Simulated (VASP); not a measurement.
# Cu in VASP: further runs, part 2 of 2

VASP 6.6.1.

### Step 5. Single point, LDA

INCAR

```
SYSTEM = Cu
PREC = Accurate
ENCUT = 520
EDIFF = 1E-6
ISMEAR = -1
SIGMA = 0.08
LREAL = .False.
LASPH = .True.
NELM = 60
ALGO = Normal
ISIF = 2
LWAVE = .False.
LCHARG = .True.
LELF = .True.
LVHAR = .True.
NBANDS = 30
```

KPOINTS

```
Automatic mesh
0
Gamma
  15 15 1
  0 0 0
```

POSCAR

```
Cu
1.0
    2.4874897871      0.0000000000      0.0000000000
    0.0000000000      2.4874897871      0.0000000000
    0.0000000000      0.0000000000     21.2768000000
Cu
4
Direct
    0.2500000000      0.2500000000      0.3779490877
    0.7500000000      0.7500000000      0.4582979167
    0.2500000000      0.2500000000      0.5417020740
    0.7500000000      0.7500000000      0.6220509211
```

Potentials or basis: VASP PAW LDA potentials, release 64 (Cu).

Launch:

```bash
> cat potpaw_LDA.64/Cu/POTCAR > POTCAR
> mpirun -np 1 vasp_std > vasp.out
```

OUTCAR:

```text
SYSTEM = Cu
   PREC = Accurate
   ENCUT = 520
   EDIFF = 1E-6
   ISMEAR = -1
   LREAL = .False.
   LASPH = .True.
   NELM = 60
   ISIF = 2

 ion  position               nearest neighbor table
   1  0.250  0.250  0.378-   2 2.45   2 2.45   2 2.45   2 2.45
   2  0.750  0.750  0.458-   1 2.45   1 2.45   1 2.45   1 2.45   3 2.50   3 2.50   3 2.50   3 2.50

   3  0.250  0.250  0.542-   4 2.45   4 2.45   4 2.45   4 2.45   2 2.50   2 2.50   2 2.50   2 2.50

   4  0.750  0.750  0.622-   3 2.45   3 2.45   3 2.45   3 2.45

  LATTYP: Found a simple tetragonal cell.
 ALAT       =     2.4874897871
 C/A-ratio  =     8.5535225553

  Lattice vectors:

 A1 = (   2.4874897871,   0.0000000000,   0.0000000000)
 A2 = (   0.0000000000,   2.4874897871,   0.0000000000)
 A3 = (   0.0000000000,   0.0000000000,  21.2768000000)

Analysis of symmetry for initial positions (statically):
=====================================================================
 Subroutine PRICEL returns:
 Original cell was already a primitive cell.

 Routine SETGRP: Setting up the symmetry group for a
 simple tetragonal supercell.

 Subroutine GETGRP returns: Found 16 space group operations
 (whereof  4 operations were pure point group operations)
 out of a pool of 16 trial point group operations.

The static configuration has the point symmetry C_2h.
 The point group associated with its full space group is D_4h.

Analysis of symmetry for dynamics (positions and initial velocities):
=====================================================================
 Subroutine PRICEL returns:
 Original cell was already a primitive cell.

 Routine SETGRP: Setting up the symmetry group for a
 simple tetragonal supercell.

 Subroutine GETGRP returns: Found 16 space group operations
 (whereof  4 operations were pure point group operations)
 out of a pool of 16 trial point group operations.

The dynamic configuration has the point symmetry C_2h.
 The point group associated with its full space group is D_4h.

 Subroutine INISYM returns: Found 16 space group operations
 (whereof  4 operations are pure point group operations),
 and found     1 'primitive' translations

----------------------------------------------------------------------------------------

                                     Primitive cell

  volume of cell :     131.6524

  direct lattice vectors                    reciprocal lattice vectors
     2.487489787  0.000000000  0.000000000     0.402011701  0.000000000  0.000000000
     0.000000000  2.487489787  0.000000000     0.000000000  0.402011701  0.000000000
     0.000000000  0.000000000 21.276800000     0.000000000  0.000000000  0.046999549

  length of vectors
     2.487489787  2.487489787 21.276800000     0.402011701  0.402011701  0.046999549

  position of ions in fractional coordinates (direct lattice)
     0.250000000  0.250000000  0.377949088
     0.750000000  0.750000000  0.458297917
     0.250000000  0.250000000  0.541702074
     0.750000000  0.750000000  0.622050921

  ion indices of the primitive-cell ions
   primitive index   ion index
                 1           1
                 2           2
                 3           3
                 4           4

----------------------------------------------------------------------------------------
[... 24 lines left out ...]

 Following reciprocal coordinates:
            Coordinates               Weight
  0.000000  0.000000  0.000000      1.000000
  0.066667  0.000000  0.000000      4.000000
  0.133333  0.000000  0.000000      4.000000
  0.200000  0.000000  0.000000      4.000000
  0.266667  0.000000  0.000000      4.000000
  0.333333  0.000000  0.000000      4.000000
[... 16 lines left out ...]
  0.266667  0.200000  0.000000      8.000000
  0.333333  0.200000  0.000000      8.000000
 [... further k-points ...]
   k-points           NKPTS =     36   k-points in BZ     NKDIM =     36   number of bands    NBANDS=     30
   number of dos      NEDOS =    301   number of ions     NIONS =      4
   total plane-waves  NPLWV =  64000
   dimension x,y,z NGX =    20 NGY =   20 NGZ =  160
   dimension x,y,z NGXF=    40 NGYF=   40 NGZF=  320
   ions per type =               4
   NGX,Y,Z   is equivalent  to a cutoff of  13.37, 13.37, 12.50 a.u.
   NGXF,Y,Z  is equivalent  to a cutoff of  26.73, 26.73, 25.00 a.u.
 SYSTEM =  Cu
   PREC   = accura    normal or accurate (medium, high low for compatibility)
   ISTART =      0    job   : 0-new  1-cont  2-samecut
   ICHARG =      2    charge: 1-file 2-atom 10-const
   ISPIN  =      1    spin polarized calculation?
   LNONCOLLINEAR =      F non collinear calculations
   LSORBIT =      F    spin-orbit coupling
   LASPH  =      T    aspherical Exc in radial PAW
   ENCUT  =  520.0 eV  38.22 Ry    6.18 a.u.   4.63  4.63 39.56*2*pi/ulx,y,z
   NELM   =     60;   NELMIN=  2; NELMDL= -5     # of ELM steps
   EDIFF  = 0.1E-05   stopping-criterion for ELM
   LREAL  =      F    real-space projection
   EDIFFG = 0.1E-04   stopping-criterion for IOM
   NSW    =      0    number of steps for IOM
   IBRION =     -1    ionic relax: 0-MD 1-quasi-New 2-CG
   NFREE  =      0    steps in history (QN), initial steepest desc. (CG)
   ISIF   =      2    stress and relaxation
   ISYM   =      2    0-nonsym 1-usesym 2-fastsym
   POTIM  = 0.5000    time-step for ionic-motion
   TEBEG  =    0.0;   TEEND  =   0.0 temperature during run
   PSTRESS=    0.0 pullay stress
   NELECT =      44.0000    total number of electrons
   NUPDOWN=      -1.0000    fix difference up-down
   EMIN   =  10.00;   EMAX   =-10.00  energy-range for DOS
   EFERMI =   0.00;   METHOD = LEGACY
   ISMEAR =    -1;   SIGMA  =   0.08  broadening in eV -4-tet -1-fermi 0-gaus
   EFERMI_NEDOS =   21; number of points for ismear=-14 and -15
   IALGO  =     38    algorithm
   IMIX   =      4    mixing-type and parameters
     AMIX     =   0.40;   BMIX     =  1.00
     AMIX_MAG =   1.60;   BMIX_MAG =  1.00
  volume/ion in A,a.u.               =      32.91       222.11
  Fermi-wavevector in a.u.,A,eV,Ry     =   1.136099  2.146915 17.561317  1.290720
  Thomas-Fermi vector in A             =   2.272804
   LORBIT       =      0    0 simple, 1 ext, 2 COOP (PROOUT), +10 PAW based schemes
   GGA     = CA    functional components
   LHFCALC =     F    Hartree Fock is set to
   AEXX    =    0.0000 exact exchange contribution
   IVDW    =     0    specifies the selected vdW correction
   LEPSILON=     F    determine dielectric tensor
   LRPA    =     F    only Hartree local field effects (RPA)
 non-spin polarized calculation
  energy-cutoff  :      520.00
  volume of cell :      131.65
 maximum number of plane-waves:      3597
 NGX is ok and might be reduce to    20
   NGX =  9   NGY =  9   NGZ = 79

 number of electron      44.0000054 magnetization

 Free energy of the ion-electron system (eV)
  ---------------------------------------------------
  ext. energy  EPLUGINS =         0.00000000
  ---------------------------------------------------
  free energy    TOTEN  =       -17.31745893 eV

  energy without entropy =      -17.29334595  energy(sigma->0) =      -17.30540244

 E-fermi :  -0.4243     XC(G=0):  -5.4394

 val. band max:       -0.5830928984   @ k =   0.0667   0.0667   0.0000
 cond. band min:      -0.3790609017   @ k =   0.4000   0.0000   0.0000
 fundamental gap:      0.2040319967
 Fermi energy:        -0.4243234924

 k-point     1 :       0.0000    0.0000    0.0000
  band No.  band energies     occupation
      1      -9.8693      2.00000
      2      -8.1033      2.00000
      3      -6.0357      2.00000
      4      -5.7294      2.00000
      5      -5.2322      2.00000
      6      -4.6966      2.00000
[... 781 lines left out ...]
     29       8.0558      0.00000
     30       8.5743      0.00000

 [... further k-points ...]

------------------------ aborting loop because EDIFF is reached ----------------------------------------

  FORCE on cell =-STRESS in cart. coord.  units (eV):
  Direction    XX          YY          ZZ          XY          YZ          ZX
  --------------------------------------------------------------------------------------
  -------------------------------------------------------------------------------------
  Total       -1.3954507     -1.3954507      0.1774308      0.0000000      0.0000000     -0.0000000
  in kB      -16.9822861    -16.9822861      2.1592886      0.0000000      0.0000000     -0.0000000
  external PRESSURE =     -10.6017612 kB  Pullay stress =       0.0000000 kB

 VOLUME and BASIS-vectors are now :
 -----------------------------------------------------------------------------
  energy-cutoff  :      520.00
  volume of cell :      131.65
      direct lattice vectors                 reciprocal lattice vectors
     2.487489787  0.000000000  0.000000000     0.402011701  0.000000000  0.000000000
     0.000000000  2.487489787  0.000000000     0.000000000  0.402011701  0.000000000
     0.000000000  0.000000000 21.276800000     0.000000000  0.000000000  0.046999549

 POSITION                                       TOTAL-FORCE (eV/Angst)
 -----------------------------------------------------------------------------------
      0.62187      0.62187      8.04155        -0.000000      0.000000     -0.040111
      1.86562      1.86562      9.75111        -0.000000      0.000000      0.004335
      0.62187      0.62187     11.52569         0.000000     -0.000000     -0.004335
      1.86562      1.86562     13.23525        -0.000000      0.000000      0.040111
 -----------------------------------------------------------------------------------
    total drift:                               -0.000000      0.000000      0.000179

  FREE ENERGIE OF THE ION-ELECTRON SYSTEM (eV)
  ---------------------------------------------------
  free  energy   TOTEN  =       -17.3174589288 eV

  energy  without entropy=      -17.2933459546  energy(sigma->0) =      -17.30540244
```

stdout:

```text
POSCAR found type information on POSCAR Cu
 POSCAR found :  1 types and       4 ions
 scaLAPACK will be used
 LDA part: xc-table for (Slater(with rela. corr.)+CA(PZ))
 , standard interpolation
 POSCAR, INCAR and KPOINTS ok, starting setup
 FFT: planning ... GRIDC
 FFT: planning ... GRID_SOFT
 FFT: planning ... GRID
 WAVECAR not read
 entering main loop
```

It took 4.1 min on 1 thread of Intel Xeon 8259CL, shared host; peak memory 0.26 GiB.

What came out:

```
Free energy            : -17.3175 eV
Largest force          : 0.040 eV/Å
Band gap on the k mesh : zero (bands 22 and 23 overlap by 4.17 eV)
```

Forces on the atoms (eV/Å):
```
Cu   0.000  0.000 -0.040
Cu   0.000  0.000  0.004
Cu   0.000  0.000 -0.004
Cu   0.000  0.000  0.040
```

Levels at points of the mesh, in eV from the Fermi level:
```
           k point  band 20  band 21  band 22  band 23  band 24  band 25
(0.00, 0.00, 0.00)    -1.64    -1.61    -1.61    -1.61    -0.55     1.11
```

### Step 6. Relaxation of the atoms, LDA

INCAR

```
SYSTEM = Cu
PREC = Accurate
ENCUT = 520
EDIFF = 1E-7
ISMEAR = -1
SIGMA = 0.08
LREAL = .FALSE.
LASPH = .TRUE.
NELM = 60
ALGO = Normal
ISIF = 2
LWAVE = .FALSE.
LCHARG = .FALSE.
LDIPOL = .TRUE.
IDIPOL = 3
DIPOL = 0.5 0.5 0.500
GGA = CA
IBRION = 2
NSW = 60
EDIFFG = -0.01
```

KPOINTS

```
Automatic mesh
0
G
  15 15 1
  0 0 0
```

POSCAR

```
Cu
1.0
    2.4874897871      0.0000000000      0.0000000000
    0.0000000000      2.4874897871      0.0000000000
    0.0000000000      0.0000000000     21.2768000000
Cu
4
Direct
    0.2500000000      0.2500000000      0.3759972672
    0.7500000000      0.7500000000      0.4586657554
    0.2500000000      0.2500000000      0.5413342441
    0.7500000000      0.7500000000      0.6240027328
```

Potentials or basis: VASP PAW LDA potentials, release 64 (Cu).

Launch:

```bash
> cat potpaw_LDA.64/Cu/POTCAR > POTCAR
> mpirun -np 1 vasp_std > vasp.out
```

It took 15 min on 1 thread of Oxide Virtual Turin-like, shared host; peak memory 0.22 GiB.

The run converged. Its results:

```
Free energy                  : -17.3179 eV
Energy gained by relaxing    : 2.2 meV/atom
Ionic steps                  : 8
Largest force after relaxing : 0.010 eV/Å
Band gap on the k mesh       : zero (bands 22 and 23 overlap by 4.19 eV)
```

Forces on the atoms (eV/Å):
```
Cu   0.000  0.000 -0.004
Cu   0.000  0.000  0.010
Cu   0.000  0.000 -0.010
Cu   0.000  0.000  0.004
```

Step by step:
```tsv
step	energy change (eV)	largest force (eV/Å)	pressure (GPa)
1	0.0000	0.2696	-1.79
2	-0.0070	0.0963	-1.63
3	-0.0078	0.0494	-1.52
4	-0.0078	0.0459	-1.54
5	-0.0082	0.0377	-1.49
6	-0.0088	0.0188	-1.35
7	-0.0084	0.0406	-1.04
8	-0.0089	0.0099	-1.25
```

Final structure:
```
CELL_PARAMETERS angstrom
2.48749 0.00000 0.00000
0.00000 2.48749 0.00000
0.00000 0.00000 21.27680
ATOMIC_POSITIONS crystal
Cu 0.25000 0.25000 0.37745
Cu 0.75000 0.75000 0.45811
Cu 0.25000 0.25000 0.54189
Cu 0.75000 0.75000 0.62255
```

Levels at points of the mesh, in eV from the Fermi level:
| k point | band 18 | band 19 | band 20 | band 21 | band 22 | band 23 | band 24 | band 25 | band 26 |
| --- | --- | --- | --- | --- | --- | --- | --- | --- | --- |
| (0.00, 0.00, 0.00) | -1.89 | -1.89 | -1.64 | -1.61 | -1.61 | -1.60 | -0.56 | 1.08 | 4.71 |

### Step 7. Overview

```tsv
task	cell	dipole correction	gap on the mesh (eV)	largest force (eV/Å)
single point	as given, atomic positions A	yes	none	0.27
single point	as given, atomic positions B	yes	none	0.04
single point	as given, atomic positions B	no	none	0.04
relaxation of the atoms	atoms relaxed, atomic positions A	yes	none	0.01
```

Alike in all rows: level LDA; potentials or basis VASP PAW LDA potentials, release 64 (Cu); no spin polarisation; k mesh 15 × 15 × 1; cutoff (eV) 520; smearing fermi-dirac 0.08 eV.

Absolute energies hang on the potentials; compare differences alone.
